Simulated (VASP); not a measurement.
# AlCo: single point with LDA

The system is AlCo.

```
CELL_PARAMETERS angstrom
3.96219 0.00000 0.00000
0.00000 3.96219 0.00000
0.00000 0.00000 2.78418
ATOMIC_POSITIONS crystal
Al 0.00000 0.00000 0.00000
Al 0.50000 0.50000 0.00000
Co 0.50000 0.00000 0.50000
Co 0.00000 0.50000 0.50000
```

```yaml
Program: VASP 6.6.1
Task: single point
Functional: LDA
Potentials_or_basis: VASP PAW LDA potentials, release 64 (Al, Co)
Cutoff: 520 eV
k_mesh: 9 × 9 × 12
Occupations: gaussian, width 0.1 eV
Spin: no spin polarisation
Dipole_correction: no
Further_INCAR_settings: ALGO = Normal; EDIFF = 1e-06; NBANDS = 20
```

The pressure is -0.1 GPa and the band gap on the k mesh is zero (band 12 reaches 11.83 eV, above the bottom of band 13 at 10.78 eV).

Stress tensor (GPa, compression positive):
```
-0.49  0.00  0.00
 0.00 -0.49  0.00
 0.00  0.00  0.76
```

Levels at points of the mesh, in eV from the Fermi level:
| k point | band 8 | band 9 | band 10 | band 11 | band 12 | band 13 | band 14 | band 15 | band 16 | band 17 |
| --- | --- | --- | --- | --- | --- | --- | --- | --- | --- | --- |
| (0.00, 0.00, 0.00) | -1.59 | -1.59 | -0.90 | -0.88 | -0.88 | -0.32 | 2.54 | 3.80 | 6.15 | 6.15 |
| (0.00, 0.00, 0.50) | -1.85 | -0.77 | -0.27 | -0.25 | 0.21 | 2.41 | 2.41 | 2.44 | 4.56 | 5.66 |

It took 59 s on 1 thread of Intel Xeon 6975P-C, with other jobs on the host, peak memory 0.2 GiB.

Spin polarisation is off, so any magnetic state and its effect on volume and gap are missing.
